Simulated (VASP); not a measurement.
# SiGeTe2S2 (I4/mmm) in VASP: a series of runs

SiGeTe2S2 is run at these levels: PBE; tasks: single point, relaxation of cell and atoms.

All numbers are computed with VASP 6.6.1; they aren't measurements. Logs are shortened: lines on timing, memory, paths and dates and some standing lists are left out, and cuts for length are marked.

## 1. The cell of the first run

It takes space group I4/mmm (No. 139, tetragonal). Conventional cell: a = 4.862 Å, b = 4.862 Å, c = 11.697 Å, α = 90.00°, β = 90.00°, γ = 90.00°. Si (site symmetry 4/mmm) has 4 S at 2.43 Å and 2 Te at 2.85 Å within 3.2 Å. Ge (site symmetry 4/mmm) has 4 S at 2.43 Å and 2 Te at 3.00 Å within 3.2 Å. Te (site symmetry 4mm) has 1 Si at 2.85 Å and 1 Ge at 3.00 Å and 4 Te at 3.44 Å and 4 S at 3.75 Å within 3.8 Å. Within 3.2 Å of S (site symmetry mmm) lie 2 Si at 2.43 Å and 2 Ge at 2.43 Å.

## 2. Single point, PBE

INCAR reads:

```
SYSTEM = SiGeTe2S2
PREC = Accurate
ENCUT = 520
EDIFF = 1E-6
ISMEAR = 0
SIGMA = 0.1
LREAL = .False.
LASPH = .True.
NELM = 60
ALGO = Normal
ISIF = 2
LWAVE = .False.
LCHARG = .True.
GGA = PE
LELF = .True.
LVHAR = .True.
NBANDS = 30
```

KPOINTS reads:

```
regular mesh
0
Gamma
  6 6 6
  0 0 0
```

POSCAR reads:

```
SiGeTe2S2
1.0
   -2.4312477656      2.4312477656      5.8483111728
    2.4312477656     -2.4312477656      5.8483111728
    2.4312477656      2.4312477656     -5.8483111728
Si Ge Te S
1 1 2 2
Direct
    0.5000000000      0.5000000000      0.0000000000
    0.0000000000      0.0000000000      0.0000000000
    0.7439304476      0.7439304476      0.0000000000
    0.2560695524      0.2560695524      0.0000000000
    0.5000000000      0.0000000000      0.5000000000
    0.0000000000      0.5000000000      0.5000000000
```

Potentials or basis: VASP PAW PBE potentials, release 64 (Si, Ge_d, Te, S).

Run with:

```sh
> cat potpaw_PBE.64/Si/POTCAR potpaw_PBE.64/Ge_d/POTCAR potpaw_PBE.64/Te/POTCAR potpaw_PBE.64/S/POTCAR > POTCAR
> mpirun -np 1 vasp_std > vasp.out
```

OUTCAR:

```text
SYSTEM = SiGeTe2S2
   PREC = Accurate
   ENCUT = 520
   EDIFF = 1E-6
   ISMEAR = 0
   LREAL = .False.
   LASPH = .True.
   NELM = 60
   ISIF = 2
   GGA = PE

 ion  position               nearest neighbor table
   1  0.500  0.500  0.000-   5 2.43   6 2.43   5 2.43   6 2.43   3 2.85   4 2.85
   2  0.000  0.000  0.000-   5 2.43   6 2.43   6 2.43   5 2.43   3 3.00   4 3.00
   3  0.744  0.744  0.000-   1 2.85   2 3.00   4 3.44   4 3.44   4 3.44   4 3.44
   4  0.256  0.256  0.000-   1 2.85   2 3.00   3 3.44   3 3.44   3 3.44   3 3.44
   5  0.500  0.000  0.500-   1 2.43   2 2.43   1 2.43   2 2.43
   6  0.000  0.500  0.500-   1 2.43   2 2.43   2 2.43   1 2.43

  LATTYP: Found a body centered tetragonal cell.
 ALAT       =     4.8624955312
 C/A-ratio  =     2.4054772432

  Lattice vectors:

 A1 = (  -2.4312477656,   2.4312477656,   5.8483111728)
 A2 = (   2.4312477656,  -2.4312477656,   5.8483111728)
 A3 = (   2.4312477656,   2.4312477656,  -5.8483111728)

Analysis of symmetry for initial positions (statically):
=====================================================================
 Subroutine PRICEL returns:
 Original cell was already a primitive cell.

 Routine SETGRP: Setting up the symmetry group for a
 body centered tetragonal supercell.

 Subroutine GETGRP returns: Found 16 space group operations
 (whereof 16 operations were pure point group operations)
 out of a pool of 16 trial point group operations.

The static configuration has the point symmetry D_4h.

Analysis of symmetry for dynamics (positions and initial velocities):
=====================================================================
 Subroutine PRICEL returns:
 Original cell was already a primitive cell.

 Routine SETGRP: Setting up the symmetry group for a
 body centered tetragonal supercell.

 Subroutine GETGRP returns: Found 16 space group operations
 (whereof 16 operations were pure point group operations)
 out of a pool of 16 trial point group operations.

The dynamic configuration has the point symmetry D_4h.

 Subroutine INISYM returns: Found 16 space group operations
 (whereof 16 operations are pure point group operations),
 and found     1 'primitive' translations

----------------------------------------------------------------------------------------

                                     Primitive cell

  volume of cell :     138.2767

  direct lattice vectors                    reciprocal lattice vectors
    -2.431247766  2.431247766  5.848311173     0.000000000  0.205655716  0.085494767
     2.431247766 -2.431247766  5.848311173     0.205655716  0.000000000  0.085494767
     2.431247766  2.431247766 -5.848311173     0.205655716  0.205655716  0.000000000

  length of vectors
     6.784148802  6.784148802  6.784148802     0.222718721  0.222718721  0.290841103

  position of ions in fractional coordinates (direct lattice)
     0.500000000  0.500000000  0.000000000
     0.000000000  0.000000000  0.000000000
     0.743930448  0.743930448  0.000000000
     0.256069552  0.256069552  0.000000000
     0.500000000  0.000000000  0.500000000
     0.000000000  0.500000000  0.500000000

  ion indices of the primitive-cell ions
   primitive index   ion index
                 1           1
                 2           2
                 3           3
                 4           4
                 5           5
                 6           6

----------------------------------------------------------------------------------------

 KPOINTS: regular mesh

Automatic generation of k-mesh.
 Grid dimensions read from file:
 generate k-points for:    6    6    6

 Generating k-lattice:

  Cartesian coordinates                     Fractional coordinates (reciprocal lattice)
     0.000000000  0.034275953  0.014249128     0.166666667  0.000000000  0.000000000
     0.034275953  0.000000000  0.014249128     0.000000000  0.166666667  0.000000000
     0.034275953  0.034275953  0.000000000     0.000000000  0.000000000  0.166666667

  Length of vectors
     0.037119787  0.037119787  0.048473517

  Shift w.r.t. Gamma in fractional coordinates (k-lattice)
     0.000000000  0.000000000  0.000000000

 Subroutine IBZKPT returns following result:
 ===========================================

 Found     30 irreducible k-points:

 Following reciprocal coordinates:
            Coordinates               Weight
  0.000000  0.000000  0.000000      1.000000
  0.166667  0.000000 -0.000000      8.000000
  0.333333  0.000000 -0.000000      8.000000
  0.500000  0.000000  0.000000      4.000000
  0.166667  0.166667 -0.000000      8.000000
  0.333333  0.166667 -0.000000     16.000000
[... 16 lines left out ...]
 -0.333333 -0.333333  0.166667      8.000000
 -0.166667 -0.333333  0.166667      8.000000
 [... further k-points ...]
   k-points           NKPTS =     30   k-points in BZ     NKDIM =     30   number of bands    NBANDS=     30
   number of dos      NEDOS =    301   number of ions     NIONS =      6
   total plane-waves  NPLWV = 125000
   dimension x,y,z NGX =    50 NGY =   50 NGZ =   50
   dimension x,y,z NGXF=   100 NGYF=  100 NGZF=  100
   ions per type =               1   1   2   2
   NGX,Y,Z   is equivalent  to a cutoff of  12.25, 12.25, 12.25 a.u.
   NGXF,Y,Z  is equivalent  to a cutoff of  24.51, 24.51, 24.51 a.u.
 SYSTEM =  SiGeTe2S2
   PREC   = accura    normal or accurate (medium, high low for compatibility)
   ISTART =      0    job   : 0-new  1-cont  2-samecut
   ICHARG =      2    charge: 1-file 2-atom 10-const
   ISPIN  =      1    spin polarized calculation?
   LNONCOLLINEAR =      F non collinear calculations
   LSORBIT =      F    spin-orbit coupling
   LASPH  =      T    aspherical Exc in radial PAW
   ENCUT  =  520.0 eV  38.22 Ry    6.18 a.u.  12.61 12.61 12.61*2*pi/ulx,y,z
   NELM   =     60;   NELMIN=  2; NELMDL= -5     # of ELM steps
   EDIFF  = 0.1E-05   stopping-criterion for ELM
   LREAL  =      F    real-space projection
   EDIFFG = 0.1E-04   stopping-criterion for IOM
   NSW    =      0    number of steps for IOM
   IBRION =     -1    ionic relax: 0-MD 1-quasi-New 2-CG
   NFREE  =      0    steps in history (QN), initial steepest desc. (CG)
   ISIF   =      2    stress and relaxation
   ISYM   =      2    0-nonsym 1-usesym 2-fastsym
   POTIM  = 0.5000    time-step for ionic-motion
   TEBEG  =    0.0;   TEEND  =   0.0 temperature during run
   PSTRESS=    0.0 pullay stress
   NELECT =      42.0000    total number of electrons
   NUPDOWN=      -1.0000    fix difference up-down
   EMIN   =  10.00;   EMAX   =-10.00  energy-range for DOS
   EFERMI =   0.00;   METHOD = LEGACY
   ISMEAR =     0;   SIGMA  =   0.10  broadening in eV -4-tet -1-fermi 0-gaus
   EFERMI_NEDOS =   21; number of points for ismear=-14 and -15
   IALGO  =     38    algorithm
   IMIX   =      4    mixing-type and parameters
     AMIX     =   0.40;   BMIX     =  1.00
     AMIX_MAG =   1.60;   BMIX_MAG =  1.00
  volume/ion in A,a.u.               =      23.05       155.52
  Fermi-wavevector in a.u.,A,eV,Ry     =   1.100462  2.079571 16.476874  1.211016
  Thomas-Fermi vector in A             =   2.236873
   LORBIT       =      0    0 simple, 1 ext, 2 COOP (PROOUT), +10 PAW based schemes
   GGA     = PE    functional components
   LHFCALC =     F    Hartree Fock is set to
   AEXX    =    0.0000 exact exchange contribution
   IVDW    =     0    specifies the selected vdW correction
   LEPSILON=     F    determine dielectric tensor
   LRPA    =     F    only Hartree local field effects (RPA)
 non-spin polarized calculation
 Gauss-broadening in eV      SIGMA  =   0.10
  energy-cutoff  :      520.00
  volume of cell :      138.28
 maximum number of plane-waves:      3744
   NGX = 25   NGY = 25   NGZ = 25

 number of electron      42.0000002 magnetization

 Free energy of the ion-electron system (eV)
  ---------------------------------------------------
  ext. energy  EPLUGINS =         0.00000000
  ---------------------------------------------------
  free energy    TOTEN  =       -24.19175705 eV

  energy without entropy =      -24.17676313  energy(sigma->0) =      -24.18426009

 E-fermi :   6.2631     XC(G=0):  -9.8864

 val. band max:        6.2301920173   @ k =  -0.3333   0.1667   0.0000
 cond. band min:       6.2711848872   @ k =  -0.3333   0.3333   0.1667
 fundamental gap:      0.0409928699
 Fermi energy:         6.2631207387

 k-point     1 :       0.0000    0.0000    0.0000
  band No.  band energies     occupation
      1     -18.6931      2.00000
      2     -18.6681      2.00000
      3     -18.6499      2.00000
      4     -18.6431      2.00000
      5     -18.6431      2.00000
      6      -8.9596      2.00000
[... 22 lines left out ...]
     29      12.0524      0.00000
     30      12.7367      0.00000

 k-point     2 :       0.1667    0.0000   -0.0000
  band No.  band energies     occupation
      1     -18.6921      2.00000
      2     -18.6676      2.00000
      3     -18.6500      2.00000
      4     -18.6432      2.00000
      5     -18.6431      2.00000
      6      -8.8165      2.00000
[... 22 lines left out ...]
     29      11.8290      0.00000
     30      12.5572      0.00000

 k-point     3 :       0.3333    0.0000   -0.0000
  band No.  band energies     occupation
      1     -18.6903      2.00000
      2     -18.6666      2.00000
      3     -18.6502      2.00000
      4     -18.6433      2.00000
      5     -18.6431      2.00000
      6      -8.4018      2.00000
[... 22 lines left out ...]
     29      11.8390      0.00000
     30      12.1144      0.00000

 k-point     4 :       0.5000    0.0000    0.0000
  band No.  band energies     occupation
      1     -18.6894      2.00000
      2     -18.6661      2.00000
      3     -18.6503      2.00000
      4     -18.6434      2.00000
      5     -18.6431      2.00000
      6      -7.7912      2.00000
[... 616 lines left out ...]
     29      11.6882      0.00000
     30      12.0620      0.00000

 k-point    23 :      -0.3333   -0.3333    0.1667
  band No.  band energies     occupation
      1     -18.6911      2.00000
      2     -18.6672      2.00000
      3     -18.6501      2.00000
      4     -18.6432      2.00000
      5     -18.6432      2.00000
      6      -8.6159      2.00000
[... 22 lines left out ...]
     29      11.4836      0.00000
     30      11.5418      0.00000

 k-point    24 :      -0.1667   -0.3333    0.1667
  band No.  band energies     occupation
      1     -18.6921      2.00000
      2     -18.6676      2.00000
      3     -18.6500      2.00000
      4     -18.6432      2.00000
      5     -18.6431      2.00000
      6      -8.7730      2.00000
[... 22 lines left out ...]
     29      11.6115      0.00000
     30      11.7249      0.00000

 [... further k-points ...]
[... 5 lines left out ...]
  --------------------------------------------------------------------------------------
  -------------------------------------------------------------------------------------
  Total       -0.0137996     -0.0137996     -0.0303494      0.0000000     -0.0000000      0.0000000
  in kB       -0.1598931     -0.1598931     -0.3516508      0.0000000     -0.0000000      0.0000000
  external PRESSURE =      -0.2238123 kB  Pullay stress =       0.0000000 kB

 VOLUME and BASIS-vectors are now :
 -----------------------------------------------------------------------------
  energy-cutoff  :      520.00
  volume of cell :      138.28
      direct lattice vectors                 reciprocal lattice vectors
    -2.431247766  2.431247766  5.848311173     0.000000000  0.205655716  0.085494767
     2.431247766 -2.431247766  5.848311173     0.205655716  0.000000000  0.085494767
     2.431247766  2.431247766 -5.848311173     0.205655716  0.205655716  0.000000000

 POSITION                                       TOTAL-FORCE (eV/Angst)
 -----------------------------------------------------------------------------------
      0.00000      0.00000      5.84831        -0.000000     -0.000000     -0.000000
      0.00000      0.00000      0.00000        -0.000000     -0.000000     -0.000000
      0.00000      0.00000      8.70147         0.000000      0.000000      0.008573
      0.00000      0.00000      2.99515         0.000000      0.000000     -0.008573
      0.00000      2.43125      0.00000        -0.000000     -0.000000      0.000000
      2.43125      0.00000      0.00000        -0.000000     -0.000000      0.000000
 -----------------------------------------------------------------------------------
    total drift:                                0.000000     -0.000000     -0.000000

  FREE ENERGIE OF THE ION-ELECTRON SYSTEM (eV)
  ---------------------------------------------------
  free  energy   TOTEN  =       -24.1917570522 eV

  energy  without entropy=      -24.1767631322  energy(sigma->0) =      -24.18426009
```

Wall time 2.5 min (1 thread of Intel Xeon Platinum 8488C (Sapphire Rapids), shared host); peak memory 0.43 GiB.

What came out:

| Property | Result |
| --- | --- |
| Free energy | -24.1918 eV |
| Pressure | 0.0 GPa |
| Largest force | 0.009 eV/Å |
| Band gap on the k mesh | zero (band 21 reaches 7.28 eV, above the bottom of band 22 at 5.78 eV) |

Forces in eV/Å, atoms in the order of the input:
```
Si   0.000  0.000  0.000
Ge   0.000  0.000  0.000
Te   0.000  0.000  0.009
Te   0.000  0.000 -0.009
S    0.000  0.000  0.000
S    0.000  0.000  0.000
```

Levels at points of the mesh, in eV from the Fermi level:
```tsv
k point	band 18	band 19	band 20	band 21	band 22	band 23	band 24	band 25
(0.00, 0.00, 0.00)	-3.06	-2.14	-0.28	0.58	1.37	1.37	1.78	3.24
(0.50, 0.00, 0.00)	-1.43	-1.34	-1.32	-1.22	0.09	0.22	2.75	2.81
(0.50, 0.50, 0.00)	-1.49	-1.44	0.31	0.82	1.33	1.53	1.67	1.90
(0.50, 0.50, 0.50)	-2.63	-2.63	-1.99	-0.92	1.08	1.08	2.63	3.37
```

Caveat: spin-orbit coupling is left out, which moves the levels of the heavy elements.

## 3. Relaxation of cell and atoms, PBE

This run uses another cell than the first one, of 28.16 Å³/atom, 1.222 times its volume.

INCAR reads:

```
SYSTEM = SiGeTe2S2
ALGO = Normal ; EDIFF = 1E-6
EDIFFG = -0.04 ; ENCUT = 600
GGA = PE ; IBRION = 2
ISIF = 3 ; ISMEAR = 0
LASPH = .TRUE. ; LCHARG = .FALSE.
LREAL = .FALSE. ; LWAVE = .FALSE.
NELM = 100 ; NSW = 90
PREC = Accurate ; SIGMA = 0.1
```

KPOINTS reads:

```
k-points
0
G
  4 4 4
  0 0 0
```

POSCAR reads:

```
SiGeTe2S2
1.0
   -3.0228218600      3.0228218600      4.6233092700
    3.0228218600     -3.0228218600      4.6233092700
    3.0228218600      3.0228218600     -4.6233092700
Si Ge Te S
1 1 2 2
Direct
    0.5000000000      0.5000000000      0.0000000000
    0.0000000000      0.0000000000      0.0000000000
    0.7036286000      0.7036286000      0.0000000000
    0.2963714000      0.2963714000      0.0000000000
    0.5000000000      0.0000000000      0.5000000000
    0.0000000000      0.5000000000      0.5000000000
```

Potentials or basis: VASP PAW PBE potentials, release 64 (Si, Ge_d, Te, S).

Run with:

```sh
> cat potpaw_PBE.64/Si/POTCAR potpaw_PBE.64/Ge_d/POTCAR potpaw_PBE.64/Te/POTCAR potpaw_PBE.64/S/POTCAR > POTCAR
> mpirun -np 1 vasp_std > vasp.out
```

Wall time 14 min (1 thread of Intel Xeon Platinum 8488C (Sapphire Rapids), shared host); peak memory 0.44 GiB.

The run converged. Its results:

```yaml
Free_energy: -24.1096 eV
Relaxed_volume: 22.99 Å³/atom
Relaxed_cell: a = 6.696 Å, b = 6.696 Å, c = 6.696 Å, α = 137.00°, β = 137.00°, γ = 62.44°
Space_group_after_relaxing_to_0.05_Å: I4/mmm (No. 139)
Energy_gained_by_relaxing: 1834.9 meV/atom
Ionic_steps: 20
Pressure_after_relaxing: 0.0 GPa
Largest_force_after_relaxing: 0.014 eV/Å
Band_gap_on_the_k_mesh: zero (band 21 reaches 7.19 eV, above the bottom of band 22 at 6.02 eV)
```

Forces on the atoms (eV/Å):
```
Si   0.000  0.000  0.000
Ge   0.000  0.000  0.000
Te   0.000  0.000  0.014
Te   0.000  0.000 -0.014
S    0.000  0.000  0.000
S    0.000  0.000  0.000
```

Stress tensor (GPa, compression positive):
```
0.01 0.00 0.00
0.00 0.01 0.00
0.00 0.00 0.13
```

The path:
```csv
step,energy change (eV),largest force (eV/Å),pressure (GPa),volume (Å³)
1,0.0000,17.5165,20.30,168.98
2,-6.1762,0.0808,-7.78,247.22
3,-6.2234,0.0462,-7.86,244.57
4,-6.2670,0.0116,-7.94,242.10
5,-7.1477,0.6073,-8.47,207.45
6,-7.3833,0.5312,-5.97,188.70
7,-7.3994,0.6802,-7.26,194.92
8,-7.4103,0.6513,-6.92,192.75
9,-9.5580,0.5942,-6.25,163.52
10,2.3121,0.6093,99.88,88.05
11,-10.2850,0.5882,-4.78,152.83
12,-10.2311,0.6045,12.30,120.20
13,-10.8934,0.5880,-0.52,138.64
14,-10.9308,0.5885,1.82,133.91
15,-10.9322,0.5883,1.26,135.00
16,-10.9949,0.3046,0.32,137.61
17,-10.9965,0.2545,0.12,138.19
18,-11.0050,0.1536,-0.22,138.81
19,-11.0068,0.0742,-0.46,139.29
20,-11.0093,0.0144,0.05,137.94
```

Final structure:
```xyz
6
Lattice="-2.4540 2.4540 5.7264 2.4540 -2.4540 5.7264 2.4540 2.4540 -5.7264" Properties=species:S:1:pos:R:3 pbc="T T T"
Si    0.0000    0.0000    5.7264
Ge    0.0000    0.0000    0.0000
Te    0.0000    0.0000    8.5226
Te    0.0000    0.0000    2.9302
S     0.0000    2.4540    0.0000
S     2.4540    0.0000    0.0000
```

Levels at points of the mesh, in eV from the Fermi level:
```csv
k point,band 17,band 18,band 19,band 20,band 21,band 22,band 23,band 24,band 25
"(0.00, 0.00, 0.00)",-3.13,-3.13,-2.08,-0.23,0.66,1.19,1.19,1.89,3.31
"(0.50, 0.00, 0.00)",-2.06,-1.52,-1.42,-1.32,-1.23,0.15,0.30,2.75,2.86
"(0.50, 0.50, 0.00)",-1.99,-1.51,-1.22,0.51,0.66,1.34,1.42,1.59,1.87
"(0.50, 0.50, 0.50)",-3.14,-2.61,-2.61,-1.89,-0.71,0.85,0.85,2.51,3.49
```

Caveat: the k points lie up to 0.45 Å⁻¹ apart in the final cell; the volume moved by over 15 % at a fixed basis, so the end points are rough; spin-orbit coupling is left out, which moves the levels of the heavy elements.

[end of part 1 of 2]
